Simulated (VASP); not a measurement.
# Be3Bi2 (P6/mmm) in VASP: further runs, part 2 of 2

VASP 6.6.1. The steps go on from the part before.

### 3 Single point, PBE

This run uses another cell than the first one, of 23.26 Å³/atom.

File INCAR:

```
ALGO     = Normal         # electronic algorithm
EDIFF    = 1E-7           # SCF threshold, eV
ENCUT    = 520            # plane-wave cutoff, eV
GGA      = PE             # functional
ISIF     = 2              # what is computed and relaxed
ISMEAR   = 0              # smearing method
LASPH    = True           # aspherical terms in the spheres
LCHARG   = False          # write CHGCAR
LREAL    = False          # projectors in reciprocal space
LWAVE    = False          # write WAVECAR
NBANDS   = 26             # bands
NELM     = 100            # most SCF steps
PREC     = Accurate       # precision mode
SIGMA    = 0.1            # smearing width, eV
```

File KPOINTS:

```
k-points
0
Gamma
  6 6 4
```

File POSCAR:

```
Be3Bi2
1.0
    4.9736379986      0.0000000000      0.0000000000
   -2.4868189993      4.3072968560      0.0000000000
    0.0000000000      0.0000000000      5.4283640491
Be Bi
3 2
Direct
    0.3333333333      0.6666666667      0.5000000000
    0.6666666667      0.3333333333      0.5000000000
    0.0000000000      0.0000000000      0.5000000000
    0.3333333333      0.6666666667      0.0000000000
    0.6666666667      0.3333333333      0.0000000000
```

Potentials or basis: VASP PAW PBE potentials, release 64 (Be, Bi_d).

On the command line:

```sh
$ cat potpaw_PBE.64/Be/POTCAR potpaw_PBE.64/Bi_d/POTCAR > POTCAR
$ mpirun -np 1 vasp_std > vasp.out
```

OUTCAR:

```text
EDIFF = 1E-7
   ENCUT = 520
   GGA = PE
   ISIF = 2
   ISMEAR = 0
   LASPH = True
   LREAL = False
   NELM = 100
   PREC = Accurate

 ion  position               nearest neighbor table
   1  0.333  0.667  0.500-   4 2.71   4 2.71
   2  0.667  0.333  0.500-   5 2.71   5 2.71
   3  0.000  0.000  0.500-
   4  0.333  0.667  0.000-   1 2.71   1 2.71   5 2.87   5 2.87   5 2.87
   5  0.667  0.333  0.000-   2 2.71   2 2.71   4 2.87   4 2.87   4 2.87

  LATTYP: Found a hexagonal cell.
 ALAT       =     4.9736379986
 C/A-ratio  =     1.0914272512

  Lattice vectors:

 A1 = (   4.9736379986,   0.0000000000,   0.0000000000)
 A2 = (  -2.4868189993,   4.3072968560,   0.0000000000)
 A3 = (   0.0000000000,   0.0000000000,   5.4283640491)

Analysis of symmetry for initial positions (statically):
=====================================================================
 Subroutine PRICEL returns:
 Original cell was already a primitive cell.

 Routine SETGRP: Setting up the symmetry group for a
 hexagonal supercell.

 Subroutine GETGRP returns: Found 24 space group operations
 (whereof 24 operations were pure point group operations)
 out of a pool of 24 trial point group operations.

The static configuration has the point symmetry D_6h.

Analysis of symmetry for dynamics (positions and initial velocities):
=====================================================================
 Subroutine PRICEL returns:
 Original cell was already a primitive cell.

 Routine SETGRP: Setting up the symmetry group for a
 hexagonal supercell.

 Subroutine GETGRP returns: Found 24 space group operations
 (whereof 24 operations were pure point group operations)
 out of a pool of 24 trial point group operations.

The dynamic configuration has the point symmetry D_6h.

 Subroutine INISYM returns: Found 24 space group operations
 (whereof 24 operations are pure point group operations),
 and found     1 'primitive' translations

----------------------------------------------------------------------------------------

                                     Primitive cell

  volume of cell :     116.2915

  direct lattice vectors                    reciprocal lattice vectors
     4.973637999  0.000000000  0.000000000     0.201060069  0.116082085  0.000000000
    -2.486818999  4.307296856  0.000000000     0.000000000  0.232164170  0.000000000
     0.000000000  0.000000000  5.428364049     0.000000000  0.000000000  0.184217564

  length of vectors
     4.973637999  4.973637999  5.428364049     0.232164170  0.232164170  0.184217564

  position of ions in fractional coordinates (direct lattice)
     0.333333333  0.666666667  0.500000000
     0.666666667  0.333333333  0.500000000
     0.000000000  0.000000000  0.500000000
     0.333333333  0.666666667  0.000000000
     0.666666667  0.333333333  0.000000000

  ion indices of the primitive-cell ions
   primitive index   ion index
                 1           1
                 2           2
                 3           3
                 4           4
                 5           5

----------------------------------------------------------------------------------------

 KPOINTS: k-points

Automatic generation of k-mesh.
 Grid dimensions read from file:
 generate k-points for:    6    6    4

 Generating k-lattice:

  Cartesian coordinates                     Fractional coordinates (reciprocal lattice)
     0.033510012  0.019347014  0.000000000     0.166666667  0.000000000  0.000000000
     0.000000000  0.038694028  0.000000000     0.000000000  0.166666667  0.000000000
     0.000000000  0.000000000  0.046054391     0.000000000  0.000000000  0.250000000

  Length of vectors
     0.038694028  0.038694028  0.046054391

  Shift w.r.t. Gamma in fractional coordinates (k-lattice)
     0.000000000  0.000000000  0.000000000

 Subroutine IBZKPT returns following result:
 ===========================================

 Found     21 irreducible k-points:

 Following reciprocal coordinates:
            Coordinates               Weight
  0.000000  0.000000  0.000000      1.000000
  0.166667  0.000000  0.000000      6.000000
  0.333333  0.000000  0.000000      6.000000
  0.500000 -0.000000  0.000000      3.000000
  0.166667  0.166667  0.000000      6.000000
  0.333333  0.166667  0.000000     12.000000
[... 13 lines left out ...]
  0.333333  0.166667  0.500000     12.000000
  0.333333  0.333333  0.500000      2.000000
   k-points           NKPTS =     21   k-points in BZ     NKDIM =     21   number of bands    NBANDS=     26
   number of dos      NEDOS =    301   number of ions     NIONS =      5
   total plane-waves  NPLWV =  64000
   dimension x,y,z NGX =    40 NGY =   40 NGZ =   40
   dimension x,y,z NGXF=    80 NGYF=   80 NGZF=   80
   ions per type =               3   2
   NGX,Y,Z   is equivalent  to a cutoff of  13.37, 13.37, 12.25 a.u.
   NGXF,Y,Z  is equivalent  to a cutoff of  26.74, 26.74, 24.50 a.u.
 SYSTEM =  unknown system
   PREC   = accura    normal or accurate (medium, high low for compatibility)
   ISTART =      0    job   : 0-new  1-cont  2-samecut
   ICHARG =      2    charge: 1-file 2-atom 10-const
   ISPIN  =      1    spin polarized calculation?
   LNONCOLLINEAR =      F non collinear calculations
   LSORBIT =      F    spin-orbit coupling
   LASPH  =      T    aspherical Exc in radial PAW
   ENCUT  =  520.0 eV  38.22 Ry    6.18 a.u.   9.25  9.25 10.09*2*pi/ulx,y,z
   NELM   =    100;   NELMIN=  2; NELMDL= -5     # of ELM steps
   EDIFF  = 0.1E-06   stopping-criterion for ELM
   LREAL  =      F    real-space projection
   EDIFFG = 0.1E-05   stopping-criterion for IOM
   NSW    =      0    number of steps for IOM
   IBRION =     -1    ionic relax: 0-MD 1-quasi-New 2-CG
   NFREE  =      0    steps in history (QN), initial steepest desc. (CG)
   ISIF   =      2    stress and relaxation
   ISYM   =      2    0-nonsym 1-usesym 2-fastsym
   POTIM  = 0.5000    time-step for ionic-motion
   TEBEG  =    0.0;   TEEND  =   0.0 temperature during run
   PSTRESS=    0.0 pullay stress
   NELECT =      36.0000    total number of electrons
   NUPDOWN=      -1.0000    fix difference up-down
   EMIN   =  10.00;   EMAX   =-10.00  energy-range for DOS
   EFERMI =   0.00;   METHOD = LEGACY
   ISMEAR =     0;   SIGMA  =   0.10  broadening in eV -4-tet -1-fermi 0-gaus
   EFERMI_NEDOS =   21; number of points for ismear=-14 and -15
   IALGO  =     38    algorithm
   IMIX   =      4    mixing-type and parameters
     AMIX     =   0.40;   BMIX     =  1.00
     AMIX_MAG =   1.60;   BMIX_MAG =  1.00
  volume/ion in A,a.u.               =      23.26       156.95
  Fermi-wavevector in a.u.,A,eV,Ry     =   1.107456  2.092788 16.686975  1.226458
  Thomas-Fermi vector in A             =   2.243970
   LORBIT       =      0    0 simple, 1 ext, 2 COOP (PROOUT), +10 PAW based schemes
   GGA     = PE    functional components
   LHFCALC =     F    Hartree Fock is set to
   AEXX    =    0.0000 exact exchange contribution
   IVDW    =     0    specifies the selected vdW correction
   LEPSILON=     F    determine dielectric tensor
   LRPA    =     F    only Hartree local field effects (RPA)
 non-spin polarized calculation
 Gauss-broadening in eV      SIGMA  =   0.10
  energy-cutoff  :      520.00
  volume of cell :      116.29
 maximum number of plane-waves:      3158
 NGX is ok and might be reduce to    40
   NGX = 19   NGY = 19   NGZ = 21

 number of electron      36.0000000 magnetization

 Free energy of the ion-electron system (eV)
  ---------------------------------------------------
  ext. energy  EPLUGINS =         0.00000000
  ---------------------------------------------------
  free energy    TOTEN  =       -13.54565400 eV

  energy without entropy =      -13.53708563  energy(sigma->0) =      -13.54136981

 E-fermi :   4.8196     XC(G=0):  -9.1300

 val. band max:        4.7978196525   @ k =   0.0000   0.0000   0.0000
 cond. band min:       4.8622040330   @ k =   0.1667   0.0000   0.2500
 fundamental gap:      0.0643843805
 Fermi energy:         4.8195515996

 k-point     1 :       0.0000    0.0000    0.0000
  band No.  band energies     occupation
      1     -18.2012      2.00000
      2     -18.2012      2.00000
      3     -18.1299      2.00000
      4     -18.0190      2.00000
      5     -18.0190      2.00000
      6     -17.9384      2.00000
[... 598 lines left out ...]
     25      10.0323      0.00000
     26      10.0323      0.00000

------------------------ aborting loop because EDIFF is reached ----------------------------------------

  FORCE on cell =-STRESS in cart. coord.  units (eV):
  Direction    XX          YY          ZZ          XY          YZ          ZX
  --------------------------------------------------------------------------------------
  -------------------------------------------------------------------------------------
  Total        0.0665353      0.0665353      0.0021417      0.0000000     -0.0000000     -0.0000000
  in kB        0.9166737      0.9166737      0.0295067      0.0000000     -0.0000000     -0.0000000
  external PRESSURE =       0.6209514 kB  Pullay stress =       0.0000000 kB

 VOLUME and BASIS-vectors are now :
 -----------------------------------------------------------------------------
  energy-cutoff  :      520.00
  volume of cell :      116.29
      direct lattice vectors                 reciprocal lattice vectors
     4.973637999  0.000000000  0.000000000     0.201060069  0.116082085  0.000000000
    -2.486818999  4.307296856  0.000000000     0.000000000  0.232164170  0.000000000
     0.000000000  0.000000000  5.428364049     0.000000000  0.000000000  0.184217564

 POSITION                                       TOTAL-FORCE (eV/Angst)
 -----------------------------------------------------------------------------------
     -0.00000      2.87153      2.71418         0.000000      0.000000      0.000000
      2.48682      1.43577      2.71418        -0.000000      0.000000      0.000000
      0.00000      0.00000      2.71418         0.000000      0.000000      0.000000
     -0.00000      2.87153      0.00000         0.000000      0.000000     -0.000000
      2.48682      1.43577      0.00000        -0.000000      0.000000      0.000000
 -----------------------------------------------------------------------------------
    total drift:                                0.000000     -0.000000      0.000000

  FREE ENERGIE OF THE ION-ELECTRON SYSTEM (eV)
  ---------------------------------------------------
  free  energy   TOTEN  =       -13.5456540011 eV

  energy  without entropy=      -13.5370856259  energy(sigma->0) =      -13.54136981
```

It took 30 s on 1 thread of AMD EPYC 9R45 (Zen 5), shared host; peak memory 0.23 GiB.

What came out:

| Item | Value |
| --- | --- |
| Free energy | -13.5457 eV |
| Pressure | 0.1 GPa |
| Band gap on the k mesh | zero (bands 18 and 19 overlap by 1.67 eV) |

Stress tensor (GPa, compression positive):
```
0.09 0.00 0.00
0.00 0.09 0.00
0.00 0.00 0.00
```

Levels at points of the mesh, in eV from the Fermi level:
| k point | band 16 | band 17 | band 18 | band 19 | band 20 | band 21 |
| --- | --- | --- | --- | --- | --- | --- |
| (0.00, 0.00, 0.00) | -2.90 | -0.02 | -0.02 | 0.06 | 1.73 | 1.83 |
| (0.50, 0.00, 0.00) | -2.70 | -1.91 | -1.20 | 0.08 | 1.74 | 2.17 |
| (0.00, 0.00, 0.50) | -0.58 | 0.43 | 0.75 | 0.75 | 0.88 | 0.88 |
| (0.50, 0.00, 0.50) | -2.10 | -1.05 | -1.04 | 2.19 | 2.97 | 3.07 |

Caveat: spin-orbit coupling is left out, which moves the levels of the heavy elements.

### 4 Relaxation of cell and atoms, PBE

File INCAR:

```
ALGO = Normal ; EDIFF = 1E-6
EDIFFG = -0.04 ; ENCUT = 600
GGA = PE ; IBRION = 2
ISIF = 3 ; ISMEAR = 0
LASPH = True ; LCHARG = False
LREAL = False ; LWAVE = False
NELM = 60 ; NSW = 90
PREC = Accurate ; SIGMA = 0.1
```

KPOINTS is that of step 3.

File POSCAR:

```
Be3Bi2
1.0
    4.2615928800      0.0000000000      0.0000000000
   -2.1307964400      3.6906477000      0.0000000000
    0.0000000000      0.0000000000      5.1453352300
Be Bi
3 2
Direct
    0.3333333300      0.6666666700      0.5000000000
    0.6666666700      0.3333333300      0.5000000000
    0.0000000000      0.0000000000      0.5000000000
    0.3333333300      0.6666666700      0.0000000000
    0.6666666700      0.3333333300      0.0000000000
```

Potentials or basis: VASP PAW PBE potentials, release 64 (Be, Bi_d).

On the command line:

```sh
$ cat potpaw_PBE.64/Be/POTCAR potpaw_PBE.64/Bi_d/POTCAR > POTCAR
$ mpirun -np 1 vasp_std > vasp.out
```

OUTCAR:

```text
EDIFF = 1E-6
   EDIFFG = -0.04
   ENCUT = 600
   GGA = PE
   IBRION = 2
   ISIF = 3
   ISMEAR = 0
   LASPH = True
   LREAL = False
   NELM = 60
   NSW = 90
   PREC = Accurate

 ion  position               nearest neighbor table
   1  0.333  0.667  0.500-   4 2.57   4 2.57
   2  0.667  0.333  0.500-   5 2.57   5 2.57
   3  0.000  0.000  0.500-
   4  0.333  0.667  0.000-   5 2.46   5 2.46   5 2.46   1 2.57   1 2.57
   5  0.667  0.333  0.000-   4 2.46   4 2.46   4 2.46   2 2.57   2 2.57

  LATTYP: Found a hexagonal cell.
 ALAT       =     4.2615928800
 C/A-ratio  =     1.2073737156

  Lattice vectors:

 A1 = (   4.2615928800,   0.0000000000,   0.0000000000)
 A2 = (  -2.1307964400,   3.6906477000,   0.0000000000)
[... 169 lines left out ...]

--------------------------------------- Ionic step        1  -------------------------------------------

 number of electron      35.9999999 magnetization

 Free energy of the ion-electron system (eV)
  ---------------------------------------------------
  ext. energy  EPLUGINS =         0.00000000
  ---------------------------------------------------
  free energy    TOTEN  =        -9.57886061 eV

  energy without entropy =       -9.56987825  energy(sigma->0) =       -9.57436943

 E-fermi :   8.6736     XC(G=0): -10.6100

 val. band max:        8.6720603734   @ k =   0.0000   0.0000   0.5000
 cond. band min:       8.6826890617   @ k =   0.1667   0.0000   0.0000
 fundamental gap:      0.0106286883
 Fermi energy:         8.6736395659
[... 1249 lines left out ...]
--------------------------------------- Ionic step        6  -------------------------------------------

 number of electron      36.0000000 magnetization

 Free energy of the ion-electron system (eV)
  ---------------------------------------------------
  ext. energy  EPLUGINS =         0.00000000
  ---------------------------------------------------
  free energy    TOTEN  =       -13.53721155 eV

  energy without entropy =      -13.52842720  energy(sigma->0) =      -13.53281938

 E-fermi :   4.8189     XC(G=0):  -9.1299

 val. band max:        4.7877782286   @ k =   0.0000   0.0000   0.0000
 cond. band min:       4.8562159702   @ k =   0.0000   0.0000   0.0000
 fundamental gap:      0.0684377416
 Fermi energy:         4.8188981583
[... 555 lines left out ...]
  FREE ENERGIE OF THE ION-ELECTRON SYSTEM (eV)
  ---------------------------------------------------
  free  energy   TOTEN  =       -13.5372115528 eV

  energy  without entropy=      -13.5284272031  energy(sigma->0) =      -13.53281938

 reached required accuracy - stopping structural energy minimisation
```

OSZICAR:

```text
N       E                     dE             d eps       ncg     rms          rms(c)
DAV:   1     0.363141668192E+03    0.36314E+03   -0.20248E+04   924   0.209E+03
[... 60 lines left out ...]
DAV:   1    -0.135451399974E+02   -0.90518E-02   -0.22441E-01  1092   0.499E+00    0.373E-01
DAV:   2    -0.135390502582E+02    0.60897E-02   -0.14731E-02  1110   0.146E+00    0.201E-01
DAV:   3    -0.135372586803E+02    0.17916E-02   -0.74913E-03  1266   0.960E-01    0.437E-02
DAV:   4    -0.135372269516E+02    0.31729E-04   -0.12269E-03  1114   0.323E-01    0.180E-02
DAV:   5    -0.135372119487E+02    0.15003E-04   -0.12896E-04  1178   0.123E-01    0.830E-03
DAV:   6    -0.135372120452E+02   -0.96508E-07   -0.15091E-05  1166   0.456E-02    0.195E-03
DAV:   7    -0.135372115528E+02    0.49234E-06   -0.63911E-07   498   0.925E-03
   6 F= -.13537212E+02 E0= -.13532819E+02  d E =-.112375E-02
```

CONTCAR:

```text
Be3Bi2
   1.00000000000000
     4.9784102024192238    0.0000000000000000   -0.0000000000000000
    -2.4892051012096119    4.3114297137774136    0.0000000000000000
     0.0000000000000000   -0.0000000000000000    5.4180096610512276
  Be              Bi
     3     2
Direct
     0.3333333300000021    0.6666666699999979    0.5000000000000000
     0.6666666699999979    0.3333333300000021    0.5000000000000000
     1.0000000000000000    1.0000000000000000    0.5000000000000000
     0.3333333300000021    0.6666666699999979    0.0000000000000000
     0.6666666699999979    0.3333333300000021    0.0000000000000000

  0.00000000E+00  0.00000000E+00  0.00000000E+00
  0.00000000E+00  0.00000000E+00  0.00000000E+00
  0.00000000E+00  0.00000000E+00  0.00000000E+00
  0.00000000E+00  0.00000000E+00  0.00000000E+00
  0.00000000E+00  0.00000000E+00  0.00000000E+00
```

Run time: 2 min. Hardware: 1 thread of AMD EPYC 9R45 (Zen 5), shared host; peak memory 0.21 GiB.

What came out:

```yaml
Free_energy: -13.5372 eV
Relaxed_volume: 23.26 Å³/atom
Relaxed_cell: a = 4.978 Å, b = 4.978 Å, c = 5.418 Å, α = 90.00°, β = 90.00°, γ = 120.00°
Space_group_after_relaxing_to_0.1_Å: P6/mmm (No. 191)
Energy_gained_by_relaxing: 791.7 meV/atom
Ionic_steps: 6
Pressure_after_relaxing: 0.1 GPa
Band_gap_on_the_k_mesh: zero (bands 18 and 19 overlap by 1.66 eV)
```

Step by step:
```tsv
step	energy change (eV)	largest force (eV/Å)	pressure (GPa)	volume (Å³)
1	0.0000	0.0000	43.87	80.93
2	-3.2111	0.0000	-6.20	143.38
3	-3.9538	0.0000	0.80	114.64
4	-3.9566	0.0000	-0.14	116.77
5	-3.9572	0.0000	0.18	115.97
6	-3.9584	0.0000	0.07	116.29
```

Final structure:
```
Be Bi
1.0
     4.97841    0.00000    0.00000
    -2.48921    4.31143    0.00000
     0.00000    0.00000    5.41801
Be Bi
3 2
Direct
  0.33333 0.66667 0.50000
  0.66667 0.33333 0.50000
  0.00000 0.00000 0.50000
  0.33333 0.66667 0.00000
  0.66667 0.33333 0.00000
```

Caveat: the volume moved by over 15 % at a fixed basis, so the end points are rough; spin-orbit coupling is left out, which moves the levels of the heavy elements.

### 5 The runs side by side

| task | cell | cutoff (eV) | gap on the mesh (eV) | pressure (GPa) |
| --- | --- | --- | --- | --- |
| single point | a = 4.262, b = 4.262, c = 5.145 Å, angles 90.0, 90.0, 120.0°, 5 atoms | 520 | none | 43.8 |
| single point | a = 4.974, b = 4.974, c = 5.428 Å, angles 90.0, 90.0, 120.0°, 5 atoms | 520 | none | 0.1 |
| relaxation of cell and atoms | relaxed from a = 4.262, b = 4.262, c = 5.145 Å, angles 90.0, 90.0, 120.0°, 5 atoms | 600 | none | 0.1 |

Alike in all rows: level PBE; potentials or basis VASP PAW PBE potentials, release 64 (Be, Bi_d); no spin polarisation; k mesh 6 × 6 × 4; smearing gaussian 0.1 eV.

Caveats: spin-orbit coupling is left out, which moves the levels of the heavy elements; the stress differs along the axes, from 17 to 57 GPa (at least some runs); the volume moved by over 15 % at a fixed basis, so the end points are rough (at least some runs).

Absolute energies hang on the potentials; compare differences alone.

The gap in the log of VASP goes by the Fermi energy; the results here count the filled bands.